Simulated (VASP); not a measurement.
Set up this calculation in VASP 6.6.1, as the native input.

```
Task                   : relaxation of cell and atoms
Functional             : PBE
Potentials or basis    : VASP PAW PBE potentials, release 64 (Ta_pv, Al)
Cutoff                 : 600 eV
k mesh                 : 6 × 6 × 6
Occupations            : gaussian, width 0.1 eV
Spin                   : no spin polarisation
Dipole correction      : no
Further INCAR settings : ALGO = Normal; EDIFF = 1e-06; IBRION = 2; EDIFFG = -0.04; NSW = 90; ISIF = 3
```

The structure of TaAl2 lies in POSCAR:

```
TaAl2
1.0
    0.0000000000      3.0754132800      3.0754132800
    3.0754132800      0.0000000000      3.0754132800
    3.0754132800      3.0754132800      0.0000000000
Ta Al
1 2
Direct
    0.0000000000      0.0000000000      0.0000000000
    0.7500000000      0.7500000000      0.7500000000
    0.2500000000      0.2500000000      0.2500000000
```

These files were run (other wordings do the same):

INCAR

```
SYSTEM = TaAl2
  PREC = Accurate
  ENCUT = 600
  EDIFF = 1E-6
  ISMEAR = 0
  SIGMA = 0.1
  LREAL = .False.
  LASPH = .True.
  NELM = 80
  ALGO = Normal
  ISIF = 3
  LWAVE = .False.
  LCHARG = .False.
  GGA = PE
  IBRION = 2
  NSW = 90
  EDIFFG = -0.04
```

KPOINTS

```
Automatic mesh
0
Gamma
  6 6 6
  0 0 0
```

Potentials or basis: VASP PAW PBE potentials, release 64 (Ta_pv, Al).

Launch:

```console
$ cat potpaw_PBE.64/Ta_pv/POTCAR potpaw_PBE.64/Al/POTCAR > POTCAR
$ mpirun -np 1 vasp_std > vasp.out
```

Results of the run:

The relaxed volume is 20.47 Å³/atom, the relaxed cell is a = 4.428 Å, b = 4.428 Å, c = 4.428 Å, α = 60.00°, β = 60.00°, γ = 60.00° and the space group after relaxing (to 0.05 Å) is Fm-3m (No. 225). The energy gained by relaxing is 17.2 meV/atom and the ionic steps are 3. The pressure after relaxing is 0.0 GPa.

Wall time 81 s on 1 thread of Intel Xeon 8259CL (shared host), peak memory 0.22 GiB.
